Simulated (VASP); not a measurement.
# ZrO2 (km) (Fm-3m) in VASP: single point with PBEsol

Aim: the single point of ZrO2 (km) with PBEsol.

Everything below comes from runs of VASP 6.6.1. Logs are shortened: lines on timing, memory, paths and dates and some standing lists are left out, and cuts for length are marked.

**1. The cell of the first run**

It takes space group Fm-3m (No. 225, cubic). Conventional cell: a = 5.064 Å, b = 5.064 Å, c = 5.064 Å, α = 90.00°, β = 90.00°, γ = 90.00°. Zr (site symmetry m-3m) has 8 O at 2.19 Å within 2.9 Å. Within 2.9 Å of O (site symmetry -43m) lie 4 Zr at 2.19 Å and 6 O at 2.53 Å.

**2. Single point, PBEsol**

The input, INCAR:

```
PREC = Accurate
ENCUT = 600
EDIFF = 1E-6
ISMEAR = 0
SIGMA = 0.02
LREAL = F
LASPH = T
NELM = 120
ALGO = Normal
ISIF = 2
LWAVE = F
LCHARG = F
GGA = PS
NBANDS = 19
GGA_COMPAT = F
```

The input, KPOINTS:

```
Automatic mesh
0
Gamma
  6 6 6
```

The input, POSCAR:

```
ZrO2
1.0
    0.0000000000      2.5321241489      2.5321241489
    2.5321241489      0.0000000000      2.5321241489
    2.5321241489      2.5321241489      0.0000000000
Zr O
1 2
Direct
    0.0000000000      0.0000000000      0.0000000000
    0.2500000000      0.2500000000      0.2500000000
    0.7500000000      0.7500000000      0.7500000000
```

Potentials or basis: VASP PAW PBE potentials, release 64 (Zr_sv, O).

Run with:

```sh
cat potpaw_PBE.64/Zr_sv/POTCAR potpaw_PBE.64/O/POTCAR > POTCAR
mpirun -np 1 vasp_std > vasp.out
```

OUTCAR:

```text
PREC = Accurate
   ENCUT = 600
   EDIFF = 1E-6
   ISMEAR = 0
   LREAL = F
   LASPH = T
   NELM = 120
   ISIF = 2
   GGA = PS

 ion  position               nearest neighbor table
   1  0.000  0.000  0.000-   2 2.19   3 2.19   3 2.19   3 2.19   3 2.19   2 2.19   2 2.19   2 2.19

   2  0.250  0.250  0.250-   1 2.19   1 2.19   1 2.19   1 2.19
   3  0.750  0.750  0.750-   1 2.19   1 2.19   1 2.19   1 2.19

  LATTYP: Found a face centered cubic cell.
 ALAT       =     5.0642482978

  Lattice vectors:

 A1 = (   0.0000000000,   2.5321241489,   2.5321241489)
 A2 = (   2.5321241489,   0.0000000000,   2.5321241489)
 A3 = (   2.5321241489,   2.5321241489,   0.0000000000)

Analysis of symmetry for initial positions (statically):
=====================================================================
 Subroutine PRICEL returns:
 Original cell was already a primitive cell.

 Routine SETGRP: Setting up the symmetry group for a
 face centered cubic supercell.

 Subroutine GETGRP returns: Found 48 space group operations
 (whereof 48 operations were pure point group operations)
 out of a pool of 48 trial point group operations.

The static configuration has the point symmetry O_h .

Analysis of symmetry for dynamics (positions and initial velocities):
=====================================================================
 Subroutine PRICEL returns:
 Original cell was already a primitive cell.

 Routine SETGRP: Setting up the symmetry group for a
 face centered cubic supercell.

 Subroutine GETGRP returns: Found 48 space group operations
 (whereof 48 operations were pure point group operations)
 out of a pool of 48 trial point group operations.

The dynamic configuration has the point symmetry O_h .

 Subroutine INISYM returns: Found 48 space group operations
 (whereof 48 operations are pure point group operations),
 and found     1 'primitive' translations

----------------------------------------------------------------------------------------

                                     Primitive cell

  volume of cell :      32.4702

  direct lattice vectors                    reciprocal lattice vectors
     0.000000000  2.532124149  2.532124149    -0.197462672  0.197462672  0.197462672
     2.532124149  0.000000000  2.532124149     0.197462672 -0.197462672  0.197462672
     2.532124149  2.532124149  0.000000000     0.197462672  0.197462672 -0.197462672

  length of vectors
     3.580964313  3.580964313  3.580964313     0.342015380  0.342015380  0.342015380

  position of ions in fractional coordinates (direct lattice)
     0.000000000  0.000000000  0.000000000
     0.250000000  0.250000000  0.250000000
     0.750000000  0.750000000  0.750000000

  ion indices of the primitive-cell ions
   primitive index   ion index
                 1           1
                 2           2
                 3           3

----------------------------------------------------------------------------------------

 KPOINTS: Automatic mesh

Automatic generation of k-mesh.
 Grid dimensions read from file:
 generate k-points for:    6    6    6

 Generating k-lattice:

  Cartesian coordinates                     Fractional coordinates (reciprocal lattice)
    -0.032910445  0.032910445  0.032910445     0.166666667  0.000000000  0.000000000
     0.032910445 -0.032910445  0.032910445     0.000000000  0.166666667  0.000000000
     0.032910445  0.032910445 -0.032910445     0.000000000  0.000000000  0.166666667

  Length of vectors
     0.057002563  0.057002563  0.057002563

  Shift w.r.t. Gamma in fractional coordinates (k-lattice)
     0.000000000  0.000000000  0.000000000

 Subroutine IBZKPT returns following result:
 ===========================================

 Found     16 irreducible k-points:

 Following reciprocal coordinates:
            Coordinates               Weight
  0.000000  0.000000  0.000000      1.000000
  0.166667  0.000000  0.000000      8.000000
  0.333333  0.000000  0.000000      8.000000
  0.500000  0.000000  0.000000      4.000000
  0.166667  0.166667  0.000000      6.000000
  0.333333  0.166667  0.000000     24.000000
[... 8 lines left out ...]
 -0.333333  0.333333  0.166667     24.000000
 -0.333333  0.500000  0.166667     12.000000
   k-points           NKPTS =     16   k-points in BZ     NKDIM =     16   number of bands    NBANDS=     19
   number of dos      NEDOS =    301   number of ions     NIONS =      3
   total plane-waves  NPLWV =  27000
   dimension x,y,z NGX =    30 NGY =   30 NGZ =   30
   dimension x,y,z NGXF=    60 NGYF=   60 NGZF=   60
   ions per type =               1   2
   NGX,Y,Z   is equivalent  to a cutoff of  13.93, 13.93, 13.93 a.u.
   NGXF,Y,Z  is equivalent  to a cutoff of  27.85, 27.85, 27.85 a.u.
 SYSTEM =  unknown system
   PREC   = accura    normal or accurate (medium, high low for compatibility)
   ISTART =      0    job   : 0-new  1-cont  2-samecut
   ICHARG =      2    charge: 1-file 2-atom 10-const
   ISPIN  =      1    spin polarized calculation?
   LNONCOLLINEAR =      F non collinear calculations
   LSORBIT =      F    spin-orbit coupling
   LASPH  =      T    aspherical Exc in radial PAW
   ENCUT  =  600.0 eV  44.10 Ry    6.64 a.u.   7.15  7.15  7.15*2*pi/ulx,y,z
   NELM   =    120;   NELMIN=  2; NELMDL= -5     # of ELM steps
   EDIFF  = 0.1E-05   stopping-criterion for ELM
   LREAL  =      F    real-space projection
   EDIFFG = 0.1E-04   stopping-criterion for IOM
   NSW    =      0    number of steps for IOM
   IBRION =     -1    ionic relax: 0-MD 1-quasi-New 2-CG
   NFREE  =      0    steps in history (QN), initial steepest desc. (CG)
   ISIF   =      2    stress and relaxation
   ISYM   =      2    0-nonsym 1-usesym 2-fastsym
   POTIM  = 0.5000    time-step for ionic-motion
   TEBEG  =    0.0;   TEEND  =   0.0 temperature during run
   PSTRESS=    0.0 pullay stress
   NELECT =      24.0000    total number of electrons
   NUPDOWN=      -1.0000    fix difference up-down
   EMIN   =  10.00;   EMAX   =-10.00  energy-range for DOS
   EFERMI =   0.00;   METHOD = LEGACY
   ISMEAR =     0;   SIGMA  =   0.02  broadening in eV -4-tet -1-fermi 0-gaus
   EFERMI_NEDOS =   21; number of points for ismear=-14 and -15
   IALGO  =     38    algorithm
   IMIX   =      4    mixing-type and parameters
     AMIX     =   0.40;   BMIX     =  1.00
     AMIX_MAG =   1.60;   BMIX_MAG =  1.00
  volume/ion in A,a.u.               =      10.82        73.04
  Fermi-wavevector in a.u.,A,eV,Ry     =   1.480188  2.797150 29.809778  2.190957
  Thomas-Fermi vector in A             =   2.594253
   LORBIT       =      0    0 simple, 1 ext, 2 COOP (PROOUT), +10 PAW based schemes
   GGA     = PS    functional components
   LHFCALC =     F    Hartree Fock is set to
   AEXX    =    0.0000 exact exchange contribution
   IVDW    =     0    specifies the selected vdW correction
   LEPSILON=     F    determine dielectric tensor
   LRPA    =     F    only Hartree local field effects (RPA)
 non-spin polarized calculation
 Gauss-broadening in eV      SIGMA  =   0.02
  energy-cutoff  :      600.00
  volume of cell :       32.47
 maximum number of plane-waves:      1106
 NGX is ok and might be reduce to    30
   NGX = 15   NGY = 15   NGZ = 15

 number of electron      23.9999997 magnetization

 Free energy of the ion-electron system (eV)
  ---------------------------------------------------
  ext. energy  EPLUGINS =         0.00000000
  ---------------------------------------------------
  free energy    TOTEN  =       -29.92913062 eV

  energy without entropy =      -29.92913062  energy(sigma->0) =      -29.92913062

 E-fermi :   7.4930     XC(G=0): -12.1388

 val. band max:        7.2600936258   @ k =   0.5000   0.5000   0.0000
 cond. band min:      10.5830889853   @ k =   0.0000   0.0000   0.0000
 fundamental gap:      3.3229953594
 Fermi energy:         7.4929537692

 k-point     1 :       0.0000    0.0000    0.0000
  band No.  band energies     occupation
      1     -40.6182      2.00000
      2     -18.4819      2.00000
      3     -18.4819      2.00000
      4     -18.4819      2.00000
      5     -10.9524      2.00000
      6      -8.2847      2.00000
[... 11 lines left out ...]
     18      16.8474      0.00000
     19      21.5458      0.00000

 k-point     2 :       0.1667    0.0000    0.0000
  band No.  band energies     occupation
      1     -40.6052      2.00000
      2     -18.6893      2.00000
      3     -18.5013      2.00000
      4     -18.5013      2.00000
      5     -10.5648      2.00000
      6      -8.5537      2.00000
[... 11 lines left out ...]
     18      16.4557      0.00000
     19      21.0293      0.00000

 k-point     3 :       0.3333    0.0000    0.0000
  band No.  band energies     occupation
      1     -40.5792      2.00000
      2     -19.0616      2.00000
      3     -18.5396      2.00000
      4     -18.5396      2.00000
      5     -10.0077      2.00000
      6      -8.7826      2.00000
[... 11 lines left out ...]
     18      16.6691      0.00000
     19      20.5411      0.00000

 k-point     4 :       0.5000    0.0000    0.0000
  band No.  band energies     occupation
      1     -40.5661      2.00000
      2     -19.2312      2.00000
      3     -18.5585      2.00000
      4     -18.5585      2.00000
      5      -9.9637      2.00000
      6      -8.6183      2.00000
[... 231 lines left out ...]
     18      18.0108      0.00000
     19      22.0035      0.00000

 k-point    15 :      -0.3333    0.3333    0.1667
  band No.  band energies     occupation
      1     -40.5532      2.00000
      2     -19.0696      2.00000
      3     -18.8923      2.00000
      4     -18.6335      2.00000
      5      -9.3238      2.00000
      6      -8.9916      2.00000
[... 11 lines left out ...]
     18      18.5933      0.00000
     19      22.3415      0.00000

 k-point    16 :      -0.3333    0.5000    0.1667
  band No.  band energies     occupation
      1     -40.5489      2.00000
      2     -19.1460      2.00000
      3     -18.8387      2.00000
      4     -18.6767      2.00000
      5      -9.3326      2.00000
      6      -8.8995      2.00000
[... 11 lines left out ...]
     18      19.7589      0.00000
     19      22.1151      0.00000

------------------------ aborting loop because EDIFF is reached ----------------------------------------

  FORCE on cell =-STRESS in cart. coord.  units (eV):
  Direction    XX          YY          ZZ          XY          YZ          ZX
  --------------------------------------------------------------------------------------
  -------------------------------------------------------------------------------------
  Total        0.0438468      0.0438468      0.0438468      0.0000000      0.0000000     -0.0000000
  in kB        2.1635307      2.1635307      2.1635307      0.0000000      0.0000000     -0.0000000
  external PRESSURE =       2.1635307 kB  Pullay stress =       0.0000000 kB

 VOLUME and BASIS-vectors are now :
 -----------------------------------------------------------------------------
  energy-cutoff  :      600.00
  volume of cell :       32.47
      direct lattice vectors                 reciprocal lattice vectors
     0.000000000  2.532124149  2.532124149    -0.197462672  0.197462672  0.197462672
     2.532124149  0.000000000  2.532124149     0.197462672 -0.197462672  0.197462672
     2.532124149  2.532124149  0.000000000     0.197462672  0.197462672 -0.197462672

 POSITION                                       TOTAL-FORCE (eV/Angst)
 -----------------------------------------------------------------------------------
      0.00000      0.00000      0.00000         0.000000     -0.000000      0.000000
      1.26606      1.26606      1.26606        -0.000000     -0.000000     -0.000000
      3.79819      3.79819      3.79819         0.000000      0.000000      0.000000
 -----------------------------------------------------------------------------------
    total drift:                                0.000000     -0.000000      0.000000

  FREE ENERGIE OF THE ION-ELECTRON SYSTEM (eV)
  ---------------------------------------------------
  free  energy   TOTEN  =       -29.9291306166 eV

  energy  without entropy=      -29.9291306166  energy(sigma->0) =      -29.92913062
```

Wall time 21 s (1 thread of Intel Xeon Platinum 8259CL at 2.50GHz (Skylake/Cascade Lake), shared host); peak memory 0.17 GiB.

What came out:

| Quantity | Value |
| --- | --- |
| Free energy | -29.9291 eV |
| Pressure | 0.2 GPa |
| Band gap on the k mesh | 3.32 eV, indirect (least direct gap 3.76 eV) |

Caveat: the PAW data sets were made with another functional, which shifts forces and pressure a little.
